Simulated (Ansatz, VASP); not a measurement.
## One calculation of P, two programs

```
CELL_PARAMETERS angstrom
3.22360 0.00000 0.00000
-1.61180 2.79172 0.00000
0.00000 0.00000 3.18588
ATOMIC_POSITIONS crystal
P 0.33333 0.66667 0.25000
P 0.66667 0.33333 0.75000
```

Alike in both runs: functional LDA; k mesh 13 × 13 × 7; occupations fermi-dirac, width 0.1 eV; no spin polarisation.

Ansatz relaxed the structure, and its values are those at the end. VASP's run is a single point on that final structure, the one shown.

|  | VASP | Ansatz |
| --- | --- | --- |
| version | VASP 6.6.1 | Ansatz 0.2.0 |
| potentials or method | VASP PAW LDA potentials, release 64 (P), cutoff 520 eV | plane waves (420 eV) with PAW, scalar-relativistic |
| valence electrons in the cell | 10 | 10 |

VASP gave:

* pressure (GPa): -0.1

Question: What did Ansatz give for the same quantities?

Answer: Pressure (GPa): 0.0.

Ansatz warns that its potentials were made for another functional, while VASP's fit it. LDA's correlation is that of Perdew and Zunger in VASP and of Perdew and Wang (1992) in Ansatz.
